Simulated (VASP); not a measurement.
Set up this calculation in VASP 6.6.1, as the native input.

| Property | Result |
| --- | --- |
| Task | single point |
| Functional | PBE |
| Potentials or basis | VASP PAW PBE potentials, release 64 (Si) |
| Cutoff | 520 eV |
| k mesh | 8 × 8 × 8 |
| Occupations | gaussian, width 0.01 eV |
| Spin | no spin polarisation |
| Dipole correction | no |
| Further INCAR settings | ALGO = Normal; EDIFF = 1e-06; NBANDS = 11 |

The structure of Si lies in POSCAR:

```
Si
1.0
    0.0000000000      2.6675585708      2.6675585708
    2.6675585708      0.0000000000      2.6675585708
    2.6675585708      2.6675585708      0.0000000000
Si
2
Direct
    0.7500000000      0.7500000000      0.7500000000
    0.5000000000      0.5000000000      0.5000000000
```

One way to write it, as run:

INCAR

```
SYSTEM = Si
PREC = Accurate
ENCUT = 520
EDIFF = 1E-6
ISMEAR = 0
SIGMA = 0.01
LREAL = .False.
LASPH = .True.
NELM = 80
ALGO = Normal
ISIF = 2
LWAVE = .False.
LCHARG = .True.
GGA = PE
LELF = .True.
LVHAR = .True.
NBANDS = 11
```

KPOINTS

```
Automatic mesh
0
Gamma
  8 8 8
  0 0 0
```

Potentials or basis: VASP PAW PBE potentials, release 64 (Si).

Command:

```sh
$ cat potpaw_PBE.64/Si/POTCAR > POTCAR
$ mpirun -np 1 vasp_std > vasp.out
```

It gave:

* Pressure: 7.7 GPa
* Band gap on the k mesh: 0.52 eV, indirect (least direct gap 2.58 eV)

Run time: 6.7 s on 1 thread of AMD EPYC 9R45 96-Core Processor (Zen 5), on a shared host, peak memory 0.12 GiB.
